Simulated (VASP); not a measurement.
Set up this calculation in VASP 6.6.1, as the native input.

```yaml
Task: single point
Functional: r2SCAN
Dispersion: rVV10
Potentials_or_basis: VASP PAW PBE potentials, release 64 (In_d, As)
Cutoff: 520 eV
k_mesh: 6 × 6 × 6
Occupations: gaussian, width 0.05 eV
Spin: no spin polarisation
Dipole_correction: no
Further_INCAR_settings: ALGO = Normal; EDIFF = 1e-07; NBANDS = 16
```

InAs:

```
In As
1.0
     0.00000    3.02034    3.02034
     3.02034    0.00000    3.02034
     3.02034    3.02034    0.00000
In As
1 1
Direct
  0.00000 0.00000 0.00000
  0.75000 0.75000 0.75000
```

This cell differs from its parent crystal: volume scaled by 0.98.

These files were run (other wordings do the same):

POSCAR

```
InAs
1.0
    0.0000000000      3.0203388544      3.0203388544
    3.0203388544      0.0000000000      3.0203388544
    3.0203388544      3.0203388544      0.0000000000
In As
1 1
Direct
    0.0000000000      0.0000000000      0.0000000000
    0.7500000000      0.7500000000      0.7500000000
```

INCAR.step1

```
  ALGO = Normal
  EDIFF = 1E-4
  ENCUT = 520
  GGA = PE
  ISMEAR = 0
  LASPH = T
  LCHARG = F
  LREAL = F
  LWAVE = T
  NBANDS = 16
  NELM = 60
  PREC = Accurate
  SIGMA = 0.05
```

INCAR.step2

```
  ALGO = Normal
  BPARAM = 11.95
  CPARAM = 0.0093
  EDIFF = 1E-7
  ENCUT = 520
  ISIF = 2
  ISMEAR = 0
  ISTART = 1
  IVDW_NL = 2
  LASPH = T
  LCHARG = F
  LMIXTAU = T
  LREAL = F
  LUSE_VDW = T
  LWAVE = F
  METAGGA = R2SCAN
  NBANDS = 16
  NELM = 60
  PREC = Accurate
  SIGMA = 0.05
```

KPOINTS

```
k-points
0
Gamma
  6 6 6
```

Potentials or basis: VASP PAW PBE potentials, release 64 (In_d, As).

The run is started by

```bash
$ cat potpaw_PBE.64/In_d/POTCAR potpaw_PBE.64/As/POTCAR > POTCAR
$ cp INCAR.step1 INCAR
$ mpirun -np 1 vasp_std > vasp.out
$ cp INCAR.step2 INCAR
$ mpirun -np 1 vasp_std > vasp.out
```

Results of the run:

```yaml
Pressure: 1.4 GPa
Band_gap_on_the_k_mesh: 0.24 eV, direct
```

Caveat: the PAW data sets were made with another functional, which shifts forces and pressure a little; spin-orbit coupling is left out, which moves the levels of the heavy elements.

Run time: 63 s on 1 thread of Intel(R) Xeon(R) 6975P-C (Granite Rapids), on a shared host, peak memory 0.32 GiB.
